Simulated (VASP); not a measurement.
# KMnS3 in VASP: single point with LDA

Aim: the single point of KMnS3 with LDA.

Everything below comes from runs of VASP 6.6.1. Logs are shortened: lines on timing, memory, paths and dates and some standing lists are left out, and cuts for length are marked.

## 1. The cell of the first run

The typed cell holds 10 atoms: a = 6.745 Å, b = 6.745 Å, c = 5.659 Å, α = 90.00°, β = 90.00°, γ = 120.00°.

## 2. Single point, LDA

Contents of POSCAR:

```
KMnS3
1.0
    6.7449365800      0.0000000000      0.0000000000
   -3.3724677900      5.8412860100      0.0000000000
    0.0000000000      0.0000000000      5.6592043200
K S Mn
2 6 2
Direct
    0.3333000000      0.6667000000      0.7500000000
    0.6666000000      0.3333000000      0.2500000000
    0.1686000000      0.3372000000      0.2500000000
    0.8314000000      0.1686000000      0.7500000000
    0.6628000000      0.8314000000      0.2500000000
    0.8314000000      0.6628000000      0.7500000000
    0.1686000000      0.8314000000      0.2500000000
    0.3372000000      0.1686000000      0.7500000000
    0.0000000000      0.0000000000      0.0000000000
    0.0000000000      0.0000000000      0.5000000000
```

Contents of INCAR.step1:

```
PREC = Accurate
ENCUT = 520
EDIFF = 1E-6
ISMEAR = -1
SIGMA = 0.0544
LREAL = F
LASPH = T
NELM = 100
ALGO = Normal
ISIF = 2
LWAVE = F
LCHARG = T
LMAXMIX = 4
NBANDS = 51
```

Contents of KPOINTS.step1:

```
Automatic mesh
0
Gamma
  6 6 6
```

Contents of INCAR.step2:

```
PREC = Accurate
ENCUT = 520
EDIFF = 1E-6
ISMEAR = -5
SIGMA = 0.0544
LREAL = F
LASPH = T
NELM = 100
ALGO = Normal
ISIF = 2
LWAVE = F
LCHARG = F
LMAXMIX = 4
LORBIT = 11
NEDOS = 1001
ICHARG = 11
```

Contents of KPOINTS.step2:

```
Automatic mesh
0
Gamma
  9 9 9
```

Potentials or basis: VASP PAW LDA potentials, release 64 (K_sv, S, Mn_pv).

Run with:

```console
cat potpaw_LDA.64/K_sv/POTCAR potpaw_LDA.64/S/POTCAR potpaw_LDA.64/Mn_pv/POTCAR > POTCAR
cp INCAR.step1 INCAR
cp KPOINTS.step1 KPOINTS
mpirun -np 1 vasp_std > vasp.out
cp INCAR.step2 INCAR
cp KPOINTS.step2 KPOINTS
mpirun -np 1 vasp_std > vasp.out
```

OUTCAR:

```text
PREC = Accurate
   ENCUT = 520
   EDIFF = 1E-6
   ISMEAR = -5
   LREAL = F
   LASPH = T
   NELM = 100
   ISIF = 2
   LORBIT = 11
   ICHARG = 11

 ion  position               nearest neighbor table
   1  0.333  0.667  0.750-
   2  0.667  0.333  0.250-
   3  0.169  0.337  0.250-   9 2.43  10 2.43
   4  0.831  0.169  0.750-   9 2.43  10 2.43
   5  0.663  0.831  0.250-   9 2.43  10 2.43
   6  0.831  0.663  0.750-   9 2.43  10 2.43
   7  0.169  0.831  0.250-   9 2.43  10 2.43
   8  0.337  0.169  0.750-   9 2.43  10 2.43
   9  0.000  0.000  0.000-   3 2.43   6 2.43   4 2.43   7 2.43   5 2.43   8 2.43  10 2.83  10 2.83

  10  0.000  0.000  0.500-   3 2.43   6 2.43   4 2.43   7 2.43   5 2.43   8 2.43   9 2.83   9 2.83

  LATTYP: Found a hexagonal cell.
 ALAT       =     6.7449365800
 C/A-ratio  =     0.8390300269

  Lattice vectors:

 A1 = (   6.7449365800,   0.0000000000,   0.0000000000)
 A2 = (  -3.3724677900,   5.8412860100,   0.0000000000)
 A3 = (   0.0000000000,   0.0000000000,   5.6592043200)

Analysis of symmetry for initial positions (statically):
=====================================================================
 Subroutine PRICEL returns:
 Original cell was already a primitive cell.

 Routine SETGRP: Setting up the symmetry group for a
 hexagonal supercell.

 Subroutine GETGRP returns: Found  4 space group operations
 (whereof  2 operations were pure point group operations)
 out of a pool of 24 trial point group operations.

The static configuration has the point symmetry C_2 .
 The point group associated with its full space group is C_2v.

Analysis of symmetry for dynamics (positions and initial velocities):
=====================================================================
 Subroutine PRICEL returns:
 Original cell was already a primitive cell.

 Routine SETGRP: Setting up the symmetry group for a
 hexagonal supercell.

 Subroutine GETGRP returns: Found  4 space group operations
 (whereof  2 operations were pure point group operations)
 out of a pool of 24 trial point group operations.

The dynamic configuration has the point symmetry C_2 .
 The point group associated with its full space group is C_2v.

 Subroutine INISYM returns: Found  4 space group operations
 (whereof  2 operations are pure point group operations),
 and found     1 'primitive' translations

----------------------------------------------------------------------------------------

                                     Primitive cell

  volume of cell :     222.9676

  direct lattice vectors                    reciprocal lattice vectors
     6.744936580  0.000000000  0.000000000     0.148259363  0.085597576  0.000000000
    -3.372467790  5.841286010  0.000000000     0.000000000  0.171195178  0.000000000
     0.000000000  0.000000000  5.659204320     0.000000000  0.000000000  0.176703286

  length of vectors
     6.744936580  6.744935970  5.659204320     0.171195163  0.171195178  0.176703286

  position of ions in fractional coordinates (direct lattice)
     0.333300000  0.666700000  0.750000000
     0.666600000  0.333300000  0.250000000
     0.168600000  0.337200000  0.250000000
     0.831400000  0.168600000  0.750000000
     0.662800000  0.831400000  0.250000000
     0.831400000  0.662800000  0.750000000
     0.168600000  0.831400000  0.250000000
     0.337200000  0.168600000  0.750000000
     0.000000000  0.000000000  0.000000000
     0.000000000  0.000000000  0.500000000

  ion indices of the primitive-cell ions
   primitive index   ion index
                 1           1
                 2           2
                 3           3
                 4           4
                 5           5
                 6           6
                 7           7
                 8           8
                 9           9
                10          10

----------------------------------------------------------------------------------------

 KPOINTS: Automatic mesh

Automatic generation of k-mesh.
 Grid dimensions read from file:
 generate k-points for:    9    9    9

 Generating k-lattice:

  Cartesian coordinates                     Fractional coordinates (reciprocal lattice)
     0.016473263  0.009510842  0.000000000     0.111111111 -0.000000000  0.000000000
     0.000000000  0.019021686  0.000000000     0.000000000  0.111111111  0.000000000
     0.000000000  0.000000000  0.019633698     0.000000000  0.000000000  0.111111111

  Length of vectors
     0.019021685  0.019021686  0.019633698

  Shift w.r.t. Gamma in fractional coordinates (k-lattice)
     0.000000000  0.000000000  0.000000000

 TETIRR: Found   1769 inequivalent tetrahedra from     4374

 Subroutine IBZKPT returns following result:
 ===========================================

 Found    125 irreducible k-points:

 Following reciprocal coordinates:
            Coordinates               Weight
  0.000000  0.000000  0.000000      1.000000
  0.111111 -0.000000  0.000000      4.000000
  0.000000  0.111111  0.000000      2.000000
  0.222222 -0.000000  0.000000      4.000000
  0.000000  0.222222  0.000000      2.000000
  0.333333 -0.000000  0.000000      4.000000
[... 16 lines left out ...]
 -0.222222 -0.444444  0.000000      4.000000
  0.444444  0.333333  0.000000      4.000000
 [... further k-points ...]
   k-points           NKPTS =    125   k-points in BZ     NKDIM =    125   number of bands    NBANDS=     48
   number of dos      NEDOS =   1001   number of ions     NIONS =     10
   total plane-waves  NPLWV = 105000
   dimension x,y,z NGX =    50 NGY =   50 NGZ =   42
   dimension x,y,z NGXF=   100 NGYF=  100 NGZF=   84
   ions per type =               2   6   2
   NGX,Y,Z   is equivalent  to a cutoff of  12.32, 12.32, 12.34 a.u.
   NGXF,Y,Z  is equivalent  to a cutoff of  24.65, 24.65, 24.68 a.u.
 SYSTEM =  unknown system
   PREC   = accura    normal or accurate (medium, high low for compatibility)
   ISTART =      0    job   : 0-new  1-cont  2-samecut
   ICHARG =     11    charge: 1-file 2-atom 10-const
   ISPIN  =      1    spin polarized calculation?
   LNONCOLLINEAR =      F non collinear calculations
   LSORBIT =      F    spin-orbit coupling
   LASPH  =      T    aspherical Exc in radial PAW
   ENCUT  =  520.0 eV  38.22 Ry    6.18 a.u.  12.54 12.54 10.52*2*pi/ulx,y,z
   NELM   =    100;   NELMIN=  2; NELMDL=  0     # of ELM steps
   EDIFF  = 0.1E-05   stopping-criterion for ELM
   LREAL  =      F    real-space projection
   EDIFFG = 0.1E-04   stopping-criterion for IOM
   NSW    =      0    number of steps for IOM
   IBRION =     -1    ionic relax: 0-MD 1-quasi-New 2-CG
   NFREE  =      0    steps in history (QN), initial steepest desc. (CG)
   ISIF   =      2    stress and relaxation
   ISYM   =      2    0-nonsym 1-usesym 2-fastsym
   POTIM  = 0.5000    time-step for ionic-motion
   TEBEG  =    0.0;   TEEND  =   0.0 temperature during run
   PSTRESS=    0.0 pullay stress
   NELECT =      80.0000    total number of electrons
   NUPDOWN=      -1.0000    fix difference up-down
   EMIN   =  10.00;   EMAX   =-10.00  energy-range for DOS
   EFERMI =   0.00;   METHOD = LEGACY
   ISMEAR =    -5;   SIGMA  =   0.05  broadening in eV -4-tet -1-fermi 0-gaus
   EFERMI_NEDOS =   21; number of points for ismear=-14 and -15
   IALGO  =     38    algorithm
   IMIX   =      4    mixing-type and parameters
     AMIX     =   0.40;   BMIX     =  1.00
     AMIX_MAG =   1.60;   BMIX_MAG =  1.00
  volume/ion in A,a.u.               =      22.30       150.47
  Fermi-wavevector in a.u.,A,eV,Ry     =   1.163298  2.198314 18.412245  1.353262
  Thomas-Fermi vector in A             =   2.299849
   LORBIT       =     11    0 simple, 1 ext, 2 COOP (PROOUT), +10 PAW based schemes
   GGA     = CA    functional components
   LHFCALC =     F    Hartree Fock is set to
   AEXX    =    0.0000 exact exchange contribution
   IVDW    =     0    specifies the selected vdW correction
   LEPSILON=     F    determine dielectric tensor
   LRPA    =     F    only Hartree local field effects (RPA)
 non-spin polarized calculation
 Fermi weights with tetrahedron method with Bloechl corrections
  energy-cutoff  :      520.00
  volume of cell :      222.97
 maximum number of plane-waves:      6057
 NGX is ok and might be reduce to    50

 number of electron      80.0000016 magnetization

 Free energy of the ion-electron system (eV)
  ---------------------------------------------------
  ext. energy  EPLUGINS =         0.00000000
  ---------------------------------------------------
  free energy    TOTEN  =       -54.52581590 eV

  energy without entropy =      -54.52581590  energy(sigma->0) =      -54.52581590

 E-fermi :   2.5462     XC(G=0):  -9.6791

 val. band max:        2.5836881411   @ k =   0.0000   0.0000   0.1111
 cond. band min:       2.5280594020   @ k =   0.3333  -0.0000   0.2222
 fundamental gap:     -0.0556287391
 Fermi energy:         2.5461524940

 k-point     1 :       0.0000    0.0000    0.0000
  band No.  band energies     occupation
      1     -45.3272      2.00000
      2     -45.2171      2.00000
      3     -45.1618      2.00000
      4     -45.1618      2.00000
      5     -45.1499      2.00000
      6     -45.1499      2.00000
[... 40 lines left out ...]
     47       5.2685      0.00000
     48       5.2685      0.00000
[... 1171 lines left out ...]
     47       4.4481      0.00000
     48       4.8989      0.00000

 [... further k-points ...]

------------------------ aborting loop because EDIFF is reached ----------------------------------------

  FORCE on cell =-STRESS in cart. coord.  units (eV):
  Direction    XX          YY          ZZ          XY          YZ          ZX
  --------------------------------------------------------------------------------------
  -------------------------------------------------------------------------------------
  Total      -10.9625927    -10.9419360    -10.8530394     -0.0000009      0.0000000      0.0000000
  in kB      -78.7738635    -78.6254308    -77.9866466     -0.0000067      0.0000000      0.0000000
  external PRESSURE =     -78.4619803 kB  Pullay stress =       0.0000000 kB

 VOLUME and BASIS-vectors are now :
 -----------------------------------------------------------------------------
  energy-cutoff  :      520.00
  volume of cell :      222.97
      direct lattice vectors                 reciprocal lattice vectors
     6.744936580  0.000000000  0.000000000     0.148259363  0.085597576  0.000000000
    -3.372467790  5.841286010  0.000000000     0.000000000  0.171195178  0.000000000
     0.000000000  0.000000000  5.659204320     0.000000000  0.000000000  0.176703286

 POSITION                                       TOTAL-FORCE (eV/Angst)
 -----------------------------------------------------------------------------------
     -0.00034      3.89439      4.24440         0.000333     -0.000018     -0.000000
      3.37213      1.94690      1.41480         0.000333      0.000018     -0.000000
      0.00000      1.96968      1.41480        -0.000412     -2.218682      0.000000
      5.03914      0.98484      4.24440         1.923565     -1.110866     -0.000000
      1.66667      4.85645      1.41480         1.923566      1.110866     -0.000000
      3.37247      3.87160      4.24440        -0.000412      2.218682     -0.000000
     -1.66667      4.85645      1.41480        -1.923836      1.110842     -0.000000
      1.70579      0.98484      4.24440        -1.923836     -1.110842      0.000000
      0.00000      0.00000      0.00000         0.000349      0.000000     -0.000000
      0.00000      0.00000      2.82960         0.000349      0.000000     -0.000000
 -----------------------------------------------------------------------------------
    total drift:                               -0.000029     -0.000000     -0.000000

  FREE ENERGIE OF THE ION-ELECTRON SYSTEM (eV)
  ---------------------------------------------------
  free  energy   TOTEN  =       -54.5258158954 eV

  energy  without entropy=      -54.5258158954  energy(sigma->0) =      -54.52581590

 total charge

# of ion       s       p       d       tot
------------------------------------------
    1        1.955   5.554   0.026   7.536
    2        1.955   5.554   0.026   7.536
    3        1.368   2.210   0.000   3.578
    4        1.368   2.210   0.000   3.578
    5        1.368   2.210   0.000   3.578
    6        1.368   2.210   0.000   3.578
    7        1.368   2.210   0.000   3.578
    8        1.368   2.210   0.000   3.578
    9        0.280   6.278   5.090  11.648
   10        0.280   6.278   5.090  11.648
--------------------------------------------------
tot         12.678  36.924  10.233  59.835
```

It took 16 min on 1 thread of Intel Xeon 6975P-C (Granite Rapids), shared host; peak memory 0.99 GiB.

Results:

- Valence electrons inside the program's atomic spheres: K 7.54; S 3.58; Mn 11.65

Caveat: the run has no spin polarisation, though such a crystal can be magnetic; semilocal functionals often make such compounds metallic where correlation or magnetic order opens a gap, which also shifts bond lengths. Spin polarisation is off, so any magnetic state and its effect on volume and gap are missing.
